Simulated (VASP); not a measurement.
Wanted: the native input for a VASP 6.6.1 run.

```yaml
Task: single point
Functional: LDA
Potentials_or_basis: VASP PAW LDA potentials, release 64 (W_sv, C)
Cutoff: 520 eV
k_mesh: 9 × 9 × 6
Occupations: gaussian, width 0.1 eV
Spin: no spin polarisation
Dipole_correction: no
Further_INCAR_settings: ALGO = Normal; EDIFF = 1e-06; NBANDS = 16
```

The structure of WC lies in POSCAR:

```
WC
1.0
    2.8820700000      0.0000000000      0.0000000000
   -1.4410350000      2.4959458400      0.0000000000
    0.0000000000      0.0000000000      2.8238700000
W C
1 1
Direct
    0.0000000000      0.0000000000      0.0000000000
    0.6666666700      0.3333333300      0.5000000000
```

The input as run:

INCAR

```
SYSTEM = WC
PREC = Accurate
ENCUT = 520
EDIFF = 1E-6
ISMEAR = 0
SIGMA = 0.1
LREAL = .False.
LASPH = .True.
NELM = 100
ALGO = Normal
ISIF = 2
LWAVE = .False.
LCHARG = .False.
NBANDS = 16
```

KPOINTS

```
regular mesh
0
Gamma
  9 9 6
  0 0 0
```

Potentials or basis: VASP PAW LDA potentials, release 64 (W_sv, C).

Command:

```bash
$ cat potpaw_LDA.64/W_sv/POTCAR potpaw_LDA.64/C/POTCAR > POTCAR
$ mpirun -np 1 vasp_std > vasp.out
```

Results of the run:

| Quantity | Value |
| --- | --- |
| Pressure | 1.4 GPa |
| Band gap on the k mesh | zero (bands 9 and 10 overlap by 1.18 eV) |

Caveat: the k points lie up to 0.37 Å⁻¹ apart, too coarse for converged energies and pressures of a metal; spin-orbit coupling is left out, which moves the levels of the heavy elements.

It took 13 s on 1 thread of Intel Xeon 8259CL (shared host), peak memory 0.14 GiB.
